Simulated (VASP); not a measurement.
# MgO (base) (Fm-3m) in VASP: a series of runs

Runs on MgO (base). Level: PBE. Tasks: single point, relaxation of cell and atoms.

Everything below comes from runs of VASP 6.6.1. Logs are shortened: lines on timing, memory, paths and dates and some standing lists are left out, and cuts for length are marked.

## Step 1: The cell of the first run

Symmetry: Fm-3m, No. 225, cubic system. Conventional cell: a = 4.217 Å, b = 4.217 Å, c = 4.217 Å, α = 90.00°, β = 90.00°, γ = 90.00°. Mg (site symmetry m-3m) has 6 O at 2.11 Å within 2.8 Å. Within 2.8 Å of O (site symmetry m-3m) lie 6 Mg at 2.11 Å.

## Step 2: Single point, PBE

INCAR reads:

```
SYSTEM = MgO
PREC = Accurate
ENCUT = 520
EDIFF = 1E-6
ISMEAR = 0
SIGMA = 0.1
LREAL = .False.
LASPH = .True.
NELM = 100
ALGO = Normal
ISIF = 2
LWAVE = .False.
LCHARG = .False.
GGA = PE
NBANDS = 11
```

KPOINTS reads:

```
regular mesh
0
Gamma
  8 8 8
  0 0 0
```

POSCAR reads:

```
MgO
1.0
    0.0000000000      2.1085000000      2.1085000000
    2.1085000000      0.0000000000      2.1085000000
    2.1085000000      2.1085000000      0.0000000000
Mg O
1 1
Direct
    0.0000000000      0.0000000000      0.0000000000
    0.5000000000      0.5000000000      0.5000000000
```

Potentials or basis: VASP PAW PBE potentials, release 64 (Mg, O).

The run is started by

```
$ cat potpaw_PBE.64/Mg/POTCAR potpaw_PBE.64/O/POTCAR > POTCAR
$ mpirun -np 1 vasp_std > vasp.out
```

OUTCAR:

```text
SYSTEM = MgO
   PREC = Accurate
   ENCUT = 520
   EDIFF = 1E-6
   ISMEAR = 0
   LREAL = .False.
   LASPH = .True.
   NELM = 100
   ISIF = 2
   GGA = PE

 ion  position               nearest neighbor table
   1  0.000  0.000  0.000-   2 2.11   2 2.11   2 2.11   2 2.11   2 2.11   2 2.11
   2  0.500  0.500  0.500-   1 2.11   1 2.11   1 2.11   1 2.11   1 2.11   1 2.11

  LATTYP: Found a face centered cubic cell.
 ALAT       =     4.2170000000

  Lattice vectors:

 A1 = (   0.0000000000,   2.1085000000,   2.1085000000)
 A2 = (   2.1085000000,   0.0000000000,   2.1085000000)
 A3 = (   2.1085000000,   2.1085000000,   0.0000000000)

Analysis of symmetry for initial positions (statically):
=====================================================================
 Subroutine PRICEL returns:
 Original cell was already a primitive cell.

 Routine SETGRP: Setting up the symmetry group for a
 face centered cubic supercell.

 Subroutine GETGRP returns: Found 48 space group operations
 (whereof 48 operations were pure point group operations)
 out of a pool of 48 trial point group operations.

The static configuration has the point symmetry O_h .

Analysis of symmetry for dynamics (positions and initial velocities):
=====================================================================
 Subroutine PRICEL returns:
 Original cell was already a primitive cell.

 Routine SETGRP: Setting up the symmetry group for a
 face centered cubic supercell.

 Subroutine GETGRP returns: Found 48 space group operations
 (whereof 48 operations were pure point group operations)
 out of a pool of 48 trial point group operations.

The dynamic configuration has the point symmetry O_h .

 Subroutine INISYM returns: Found 48 space group operations
 (whereof 48 operations are pure point group operations),
 and found     1 'primitive' translations

----------------------------------------------------------------------------------------

                                     Primitive cell

  volume of cell :      18.7478

  direct lattice vectors                    reciprocal lattice vectors
     0.000000000  2.108500000  2.108500000    -0.237135404  0.237135404  0.237135404
     2.108500000  0.000000000  2.108500000     0.237135404 -0.237135404  0.237135404
     2.108500000  2.108500000  0.000000000     0.237135404  0.237135404 -0.237135404

  length of vectors
     2.981869296  2.981869296  2.981869296     0.410730569  0.410730569  0.410730569

  position of ions in fractional coordinates (direct lattice)
     0.000000000  0.000000000  0.000000000
     0.500000000  0.500000000  0.500000000

  ion indices of the primitive-cell ions
   primitive index   ion index
                 1           1
                 2           2

----------------------------------------------------------------------------------------

 KPOINTS: regular mesh

Automatic generation of k-mesh.
 Grid dimensions read from file:
 generate k-points for:    8    8    8

 Generating k-lattice:

  Cartesian coordinates                     Fractional coordinates (reciprocal lattice)
    -0.029641926  0.029641926  0.029641926     0.125000000  0.000000000  0.000000000
     0.029641926 -0.029641926  0.029641926     0.000000000  0.125000000  0.000000000
     0.029641926  0.029641926 -0.029641926     0.000000000  0.000000000  0.125000000

  Length of vectors
     0.051341321  0.051341321  0.051341321

  Shift w.r.t. Gamma in fractional coordinates (k-lattice)
     0.000000000  0.000000000  0.000000000

 Subroutine IBZKPT returns following result:
 ===========================================

 Found     29 irreducible k-points:

 Following reciprocal coordinates:
            Coordinates               Weight
  0.000000  0.000000  0.000000      1.000000
  0.125000  0.000000  0.000000      8.000000
  0.250000  0.000000  0.000000      8.000000
  0.375000  0.000000  0.000000      8.000000
  0.500000  0.000000  0.000000      4.000000
  0.125000  0.125000  0.000000      6.000000
[... 16 lines left out ...]
  0.500000  0.250000  0.125000     48.000000
 -0.375000  0.250000  0.125000     24.000000
 [... further k-points ...]
   k-points           NKPTS =     29   k-points in BZ     NKDIM =     29   number of bands    NBANDS=     11
   number of dos      NEDOS =    301   number of ions     NIONS =      2
   total plane-waves  NPLWV =  13824
   dimension x,y,z NGX =    24 NGY =   24 NGZ =   24
   dimension x,y,z NGXF=    48 NGYF=   48 NGZF=   48
   ions per type =               1   1
   NGX,Y,Z   is equivalent  to a cutoff of  13.38, 13.38, 13.38 a.u.
   NGXF,Y,Z  is equivalent  to a cutoff of  26.76, 26.76, 26.76 a.u.
 SYSTEM =  MgO
   PREC   = accura    normal or accurate (medium, high low for compatibility)
   ISTART =      0    job   : 0-new  1-cont  2-samecut
   ICHARG =      2    charge: 1-file 2-atom 10-const
   ISPIN  =      1    spin polarized calculation?
   LNONCOLLINEAR =      F non collinear calculations
   LSORBIT =      F    spin-orbit coupling
   LASPH  =      T    aspherical Exc in radial PAW
   ENCUT  =  520.0 eV  38.22 Ry    6.18 a.u.   5.54  5.54  5.54*2*pi/ulx,y,z
   NELM   =    100;   NELMIN=  2; NELMDL= -5     # of ELM steps
   EDIFF  = 0.1E-05   stopping-criterion for ELM
   LREAL  =      F    real-space projection
   EDIFFG = 0.1E-04   stopping-criterion for IOM
   NSW    =      0    number of steps for IOM
   IBRION =     -1    ionic relax: 0-MD 1-quasi-New 2-CG
   NFREE  =      0    steps in history (QN), initial steepest desc. (CG)
   ISIF   =      2    stress and relaxation
   ISYM   =      2    0-nonsym 1-usesym 2-fastsym
   POTIM  = 0.5000    time-step for ionic-motion
   TEBEG  =    0.0;   TEEND  =   0.0 temperature during run
   PSTRESS=    0.0 pullay stress
   NELECT =       8.0000    total number of electrons
   NUPDOWN=      -1.0000    fix difference up-down
   EMIN   =  10.00;   EMAX   =-10.00  energy-range for DOS
   EFERMI =   0.00;   METHOD = LEGACY
   ISMEAR =     0;   SIGMA  =   0.10  broadening in eV -4-tet -1-fermi 0-gaus
   EFERMI_NEDOS =   21; number of points for ismear=-14 and -15
   IALGO  =     38    algorithm
   IMIX   =      4    mixing-type and parameters
     AMIX     =   0.40;   BMIX     =  1.00
     AMIX_MAG =   1.60;   BMIX_MAG =  1.00
  volume/ion in A,a.u.               =       9.37        63.26
  Fermi-wavevector in a.u.,A,eV,Ry     =   1.232503  2.329092 20.668107  1.519063
  Thomas-Fermi vector in A             =   2.367270
   LORBIT       =      0    0 simple, 1 ext, 2 COOP (PROOUT), +10 PAW based schemes
   GGA     = PE    functional components
   LHFCALC =     F    Hartree Fock is set to
   AEXX    =    0.0000 exact exchange contribution
   IVDW    =     0    specifies the selected vdW correction
   LEPSILON=     F    determine dielectric tensor
   LRPA    =     F    only Hartree local field effects (RPA)
 non-spin polarized calculation
 Gauss-broadening in eV      SIGMA  =   0.10
  energy-cutoff  :      520.00
  volume of cell :       18.75
 maximum number of plane-waves:       531
 NGX is ok and might be reduce to    24
   NGX = 11   NGY = 11   NGZ = 11

 number of electron       8.0000005 magnetization

 Free energy of the ion-electron system (eV)
  ---------------------------------------------------
  ext. energy  EPLUGINS =         0.00000000
  ---------------------------------------------------
  free energy    TOTEN  =       -11.90710888 eV

  energy without entropy =      -11.90710888  energy(sigma->0) =      -11.90710888

 E-fermi :   3.6530     XC(G=0): -11.0620

 val. band max:        3.1607578360   @ k =   0.0000   0.0000   0.0000
 cond. band min:       7.8529844355   @ k =   0.0000   0.0000   0.0000
 fundamental gap:      4.6922265995
 Fermi energy:         3.6529810733

 k-point     1 :       0.0000    0.0000    0.0000
  band No.  band energies     occupation
      1     -14.0847      2.00000
      2       3.1608      2.00000
      3       3.1608      2.00000
      4       3.1608      2.00000
      5       7.8530      0.00000
      6      18.9405      0.00000
      7      18.9405      0.00000
      8      18.9405      0.00000
      9      22.8479      0.00000
     10      24.6182      0.00000
     11      24.6182      0.00000

 k-point     2 :       0.1250    0.0000    0.0000
  band No.  band energies     occupation
      1     -13.9224      2.00000
      2       2.2078      2.00000
      3       3.0583      2.00000
      4       3.0583      2.00000
      5       8.7679      0.00000
      6      17.2626      0.00000
      7      19.2972      0.00000
      8      19.2972      0.00000
      9      23.6449      0.00000
     10      23.6449      0.00000
     11      24.9970      0.00000

 k-point     3 :       0.2500    0.0000    0.0000
  band No.  band energies     occupation
      1     -13.5010      2.00000
      2       0.5086      2.00000
      3       2.8223      2.00000
      4       2.8223      2.00000
      5      10.2166      0.00000
      6      15.7137      0.00000
      7      19.7843      0.00000
      8      19.7843      0.00000
      9      23.2556      0.00000
     10      23.2556      0.00000
     11      25.0944      0.00000

 k-point     4 :       0.3750    0.0000    0.0000
  band No.  band energies     occupation
      1     -13.0262      2.00000
      2      -0.8932      2.00000
      3       2.6001      2.00000
      4       2.6001      2.00000
      5      10.9366      0.00000
      6      15.5057      0.00000
      7      19.6049      0.00000
      8      19.6049      0.00000
      9      24.3079      0.00000
     10      24.5686      0.00000
     11      24.5686      0.00000
[... 239 lines left out ...]
 k-point    22 :       0.3750    0.2500    0.1250
  band No.  band energies     occupation
      1     -13.1993      2.00000
      2       0.1536      2.00000
      3       2.0142      2.00000
      4       2.5492      2.00000
      5      11.6183      0.00000
      6      14.6337      0.00000
      7      18.2016      0.00000
      8      20.6657      0.00000
      9      21.2400      0.00000
     10      25.5595      0.00000
     11      28.9271      0.00000

 k-point    23 :       0.5000    0.2500    0.1250
  band No.  band energies     occupation
      1     -12.8255      2.00000
      2      -0.5333      2.00000
      3       1.4412      2.00000
      4       2.2981      2.00000
      5      12.6260      0.00000
      6      14.7904      0.00000
      7      17.0421      0.00000
      8      20.2619      0.00000
      9      22.8073      0.00000
     10      25.5229      0.00000
     11      29.1254      0.00000

 k-point    24 :      -0.3750    0.2500    0.1250
  band No.  band energies     occupation
      1     -12.6594      2.00000
      2      -0.8252      2.00000
      3       1.2346      2.00000
      4       2.1792      2.00000
      5      12.8080      0.00000
      6      15.3265      0.00000
      7      16.6136      0.00000
      8      20.0157      0.00000
      9      23.6454      0.00000
     10      25.1924      0.00000
     11      29.2651      0.00000

 [... further k-points ...]
[... 5 lines left out ...]
  --------------------------------------------------------------------------------------
  -------------------------------------------------------------------------------------
  Total        0.3932090      0.3932090      0.3932090      0.0000000     -0.0000000      0.0000000
  in kB       33.6033957     33.6033957     33.6033957      0.0000000     -0.0000000      0.0000000
  external PRESSURE =      33.6033957 kB  Pullay stress =       0.0000000 kB

 VOLUME and BASIS-vectors are now :
 -----------------------------------------------------------------------------
  energy-cutoff  :      520.00
  volume of cell :       18.75
      direct lattice vectors                 reciprocal lattice vectors
     0.000000000  2.108500000  2.108500000    -0.237135404  0.237135404  0.237135404
     2.108500000  0.000000000  2.108500000     0.237135404 -0.237135404  0.237135404
     2.108500000  2.108500000  0.000000000     0.237135404  0.237135404 -0.237135404

 POSITION                                       TOTAL-FORCE (eV/Angst)
 -----------------------------------------------------------------------------------
      0.00000      0.00000      0.00000         0.000000      0.000000      0.000000
      2.10850      2.10850      2.10850        -0.000000     -0.000000      0.000000
 -----------------------------------------------------------------------------------
    total drift:                               -0.000000     -0.000000      0.000000

  FREE ENERGIE OF THE ION-ELECTRON SYSTEM (eV)
  ---------------------------------------------------
  free  energy   TOTEN  =       -11.9071088821 eV

  energy  without entropy=      -11.9071088821  energy(sigma->0) =      -11.90710888
```

Wall time 3.5 s (1 thread of AMD EPYC 9R45 (Zen 5), shared host); peak memory 0.11 GiB.

Results:

| Item | Value |
| --- | --- |
| Free energy | -11.9071 eV |
| Pressure | 3.4 GPa |
| Band gap on the k mesh | 4.69 eV, direct |

## Step 3: Single point, PBE

This run uses another cell than the first one, of 8.91 Å³/atom, 0.951 times its volume.

INCAR reads:

```
SYSTEM = MgO
  PREC = Accurate
  ENCUT = 520
  EDIFF = 1E-7
  ISMEAR = 0
  SIGMA = 0.02
  LREAL = .False.
  LASPH = .True.
  NELM = 60
  ALGO = Normal
  ISIF = 2
  LWAVE = .False.
  LCHARG = .True.
  GGA = PE
  LELF = .True.
  LVHAR = .True.
  NBANDS = 11
```

KPOINTS reads:

```
regular mesh
0
Gamma
  10 10 10
  0 0 0
```

POSCAR reads:

```
MgO
1.0
    0.0000000000      2.0735085657      2.0735085657
    2.0735085657      0.0000000000      2.0735085657
    2.0735085657      2.0735085657      0.0000000000
Mg O
1 1
Direct
    0.0000000000      0.0000000000      0.0000000000
    0.5000000000      0.5000000000      0.5000000000
```

Potentials or basis: VASP PAW PBE potentials, release 64 (Mg, O).

The run is started by

```
$ cat potpaw_PBE.64/Mg/POTCAR potpaw_PBE.64/O/POTCAR > POTCAR
$ mpirun -np 1 vasp_std > vasp.out
```

It took 5.7 s on 1 thread of AMD EPYC 9R45 (Zen 5), shared host; peak memory 0.11 GiB.

It converged, with:

| Item | Value |
| --- | --- |
| Free energy | -11.8613 eV |
| Pressure | 12.6 GPa |
| Band gap on the k mesh | 5.19 eV, direct |

Levels at points of the mesh, in eV from the valence-band top:
| k point | band 2 | band 3 | band 4 | band 5 | band 6 | band 7 |
| --- | --- | --- | --- | --- | --- | --- |
| (0.00, 0.00, 0.00) | 0.00 | 0.00 | 0.00 | 5.19 | 16.06 | 16.06 |
| (0.50, 0.00, 0.00) | -4.83 | -0.71 | -0.71 | 8.20 | 13.15 | 16.80 |
| (0.50, 0.50, 0.00) | -4.28 | -1.41 | -1.41 | 9.17 | 10.49 | 13.61 |

## Step 4: Relaxation of cell and atoms, PBE, target pressure 13.3 GPa, at which the enthalpy is minimised

INCAR reads:

```
ALGO     = Normal         # electronic algorithm
EDIFF    = 1E-6           # SCF threshold, eV
EDIFFG   = -0.002         # ionic threshold
ENCUT    = 600            # plane-wave cutoff, eV
GGA      = PE             # functional
IBRION   = 2              # ionic algorithm
ISIF     = 3              # what is computed and relaxed
ISMEAR   = 0              # smearing method
LASPH    = T              # aspherical terms in the spheres
LCHARG   = F              # write CHGCAR
LREAL    = F              # projectors in reciprocal space
LWAVE    = F              # write WAVECAR
NELM     = 100            # most SCF steps
NSW      = 100            # ionic steps
PREC     = Accurate       # precision mode
PSTRESS  = 133.0        
SIGMA    = 0.02           # smearing width, eV
```

KPOINTS reads:

```
k-points
0
Gamma
  10 10 10
```

POSCAR reads:

```
MgO
1.0
    0.0000000000      2.1085000000      2.1085000000
    2.1085000000      0.0000000000      2.1085000000
    2.1085000000      2.1085000000      0.0000000000
Mg O
1 1
Direct
    0.0000000000      0.0000000000      0.0000000000
    0.5000000000      0.5000000000      0.5000000000
```

The run is started by

```
$ cat potpaw_PBE.64/Mg/POTCAR potpaw_PBE.64/O/POTCAR > POTCAR
$ mpirun -np 1 vasp_std > vasp.out
```

Wall time 8.7 s (1 thread of AMD EPYC 9R45 (Zen 5), shared host); peak memory 0.12 GiB.

It converged, with:

```yaml
Free_energy: -11.8606 eV
Relaxed_volume: 8.87 Å³/atom
Relaxed_cell: a = 2.928 Å, b = 2.928 Å, c = 2.928 Å, α = 60.00°, β = 60.00°, γ = 60.00°
Space_group_after_relaxing_to_0.05_Å: Fm-3m (No. 225)
Energy_change_on_relaxing_the_enthalpy_is_what_falls: +25.0 meV/atom
Ionic_steps: 3
Pressure_after_relaxing: 13.3 GPa
Band_gap_on_the_k_mesh: 5.25 eV, direct
```

The path:
```tsv
step	energy change (eV)	largest force (eV/Å)	pressure (GPa)	volume (Å³)
1	0.0000	0.0000	3.09	18.75
2	0.1095	0.0000	20.42	17.17
3	0.0499	0.0000	13.28	17.74
```

Final structure:
```
Mg O
1.0
     0.00000    2.07012    2.07012
     2.07012    0.00000    2.07012
     2.07012    2.07012    0.00000
Mg O
1 1
Direct
  0.00000 0.00000 0.00000
  0.50000 0.50000 0.50000
```

Levels at points of the mesh, in eV from the valence-band top:
```
           k point  band 1  band 2  band 3  band 4  band 5  band 6  band 7  band 8
(0.00, 0.00, 0.00)  -17.54    0.00    0.00    0.00    5.25   16.09   16.09   16.09
(0.50, 0.00, 0.00)  -16.12   -4.85   -0.71   -0.71    8.23   13.20   16.85   16.85
(0.50, 0.50, 0.00)  -15.84   -4.30   -1.42   -1.42    9.18   10.55   13.66   19.78
```

Caveat: the cell is relaxed towards a set pressure, so the enthalpy falls and the energy may rise. As with any semilocal functional, this PBE gap is likely too small.

## Step 5: Summary

```tsv
task	cell	k mesh	cutoff (eV)	smearing	gap on the mesh (eV)	pressure (GPa)
single point	a = 2.982 Å, angles 60.0°, 2 atoms	8 × 8 × 8	520	gaussian 0.1 eV	4.69	3.4
single point	a = 2.932 Å, angles 60.0°, 2 atoms	10 × 10 × 10	520	gaussian 0.02 eV	5.19	12.6
relaxation of cell and atoms	relaxed to 13.3 GPa from a = 2.982 Å, angles 60.0°, 2 atoms	10 × 10 × 10	600	gaussian 0.02 eV	5.25	13.3
```

Alike in all rows: level PBE; potentials or basis VASP PAW PBE potentials, release 64 (Mg, O); no spin polarisation.

Caveats: the cell is relaxed towards a set pressure, so the enthalpy falls and the energy may rise (some runs).

Total energies depend on the potentials used, so only differences within one code and one set of settings carry meaning.
